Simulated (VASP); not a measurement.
Wanted: the native input for a VASP 6.6.1 run.

```
Task                   : single point
Functional             : PBE
Potentials or basis    : VASP PAW PBE potentials, release 64 (Co_sv, O)
Cutoff                 : 700 eV
k mesh                 : 12 × 12 × 8
Occupations            : gaussian, width 0.02 eV
Spin                   : no spin polarisation
Hubbard terms          : Co d U = 3.32 eV
Dipole correction      : no
Further INCAR settings : ALGO = Normal; EDIFF = 1e-06; NBANDS = 31
```

The structure of CoO lies in POSCAR:

```
CoO
1.0
    3.1099945203      0.0000000000      0.0000000000
   -1.5549972602      2.6933342602      0.0000000000
    0.0000000000      0.0000000000      5.0853846395
Co O
2 2
Direct
    0.0000000000      0.0000000000      0.0034741400
    0.3333333333      0.6666666667      0.5033624100
    0.0000000000      0.0000000000      0.3716088500
    0.3333333333      0.6666666667      0.8715556000
```

One way to write it, as run:

INCAR

```
SYSTEM = CoO
PREC     = Accurate       ! precision mode
ENCUT    = 700            ! plane-wave cutoff, eV
EDIFF    = 1E-6           ! SCF threshold, eV
ISMEAR   = 0              ! smearing method
SIGMA    = 0.02           ! smearing width, eV
LREAL    = .FALSE.        ! projectors in reciprocal space
LASPH    = .TRUE.         ! aspherical terms in the spheres
NELM     = 200            ! most SCF steps
ALGO     = Normal         ! electronic algorithm
ISIF     = 2              ! what is computed and relaxed
LWAVE    = .FALSE.        ! write WAVECAR
LCHARG   = .FALSE.        ! write CHGCAR
LMAXMIX  = 4              ! l up to which the mixer works
LDAU     = .TRUE.         ! DFT+U
LDAUTYPE = 2            
LDAUL    = 2 -1           ! shell
LDAUU    = 3.32 0         ! U, eV
LDAUJ    = 0 0          
LDAUPRINT= 1            
GGA      = PE             ! functional
NBANDS   = 31             ! bands
GGA_COMPAT= .FALSE.
```

KPOINTS

```
Automatic mesh
0
G
  12 12 8
  0 0 0
```

Potentials or basis: VASP PAW PBE potentials, release 64 (Co_sv, O).

Run with:

```console
$ cat potpaw_PBE.64/Co_sv/POTCAR potpaw_PBE.64/O/POTCAR > POTCAR
$ mpirun -np 1 vasp_std > vasp.out
```

Results of the run:

* Pressure: -4.1 GPa
* Largest force: 0.078 eV/Å
* Band gap on the k mesh: zero (bands 23 and 24 overlap by 1.55 eV)

Caveat: the stress differs along the axes, from -8 to 4 GPa; the run has no spin polarisation, though such a crystal can be magnetic; U without spin polarisation on a metal has little footing.

Run time: 5.8 min on 1 thread of AMD EPYC 7R13 Processor (Zen 3), on a shared host, peak memory 0.31 GiB.
